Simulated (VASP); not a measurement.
Input of a VASP 6.6.1 run:

File INCAR:

```
SYSTEM = SrCl2
ALGO = Normal ; EDIFF = 1E-7
EDIFFG = -0.002 ; ENCUT = 600
GGA = PS ; IBRION = 2
ISIF = 3 ; ISMEAR = 0
LASPH = .TRUE. ; LCHARG = .FALSE.
LREAL = .FALSE. ; LWAVE = .FALSE.
NELM = 60 ; NSW = 100
PREC = Accurate ; PSTRESS = 20.0
SIGMA = 0.01
```

KPOINTS

```
k-points
0
G
  6 6 6
  0 0 0
```

The input POSCAR:

```
SrCl2
1.0
    0.0000000000      3.4553207776      3.4553207776
    3.4553207776      0.0000000000      3.4553207776
    3.4553207776      3.4553207776      0.0000000000
Sr Cl
1 2
Direct
    0.0000000000      0.0000000000      0.0000000000
    0.2500000000      0.2500000000      0.2500000000
    0.7500000000      0.7500000000      0.7500000000
```

Potentials or basis: VASP PAW PBE potentials, release 64 (Sr_sv, Cl).

Launch:

```bash
$ cat potpaw_PBE.64/Sr_sv/POTCAR potpaw_PBE.64/Cl/POTCAR > POTCAR
$ mpirun -np 1 vasp_std > vasp.out
```

Q: Predict the relaxed cell.

A: a = 4.816 Å, b = 4.816 Å, c = 4.816 Å, α = 60.00°, β = 60.00°, γ = 60.00°.

Q: What does it give for the band gap on the k mesh?

A: 5.30 eV, direct.

Q: Estimate the space group after relaxing (to 0.05 Å).

A: Fm-3m (No. 225).

Q: Estimate the relaxed volume.

A: 26.33 Å³/atom.

Final structure:
```
Sr Cl
1.0
     0.00000    3.40530    3.40530
     3.40530    0.00000    3.40530
     3.40530    3.40530    0.00000
Sr Cl
1 2
Direct
  0.00000 0.00000 0.00000
  0.25000 0.25000 0.25000
  0.75000 0.75000 0.75000
```

Caveat: the cell is relaxed towards a set pressure, so the enthalpy falls and the energy may rise; the PAW data sets were made with another functional, which shifts forces and pressure a little. A hybrid or GW would open this gap; PBEsol tends to underestimate it.
